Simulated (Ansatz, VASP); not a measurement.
## H: VASP beside Ansatz

```
H
1.0
    10.00000    0.00000    0.00000
     0.00000   10.00000    0.00000
     0.00000    0.00000   10.00000
H
2
Direct
  0.50000 0.50000 0.45800
  0.50000 0.50000 0.54200
```

Alike in both runs: task single point; functional PBE; dispersion D4; k mesh 1 × 1 × 1; occupations gaussian, width 0.02 eV; no spin polarisation.

```csv
,VASP,Ansatz
version,VASP 6.6.1,Ansatz 0.2.0
potentials or method,"VASP PAW PBE potentials, release 64 (H)","scalar-relativistic, plane waves, PAW"
plane-wave cutoff (eV),400,420
valence electrons in the cell,2,2
```

|  | VASP | Ansatz | Ansatz less VASP |
| --- | --- | --- | --- |
| gap on the k mesh at the Fermi level (eV) | 9.72 | 9.72 | +0.003 |
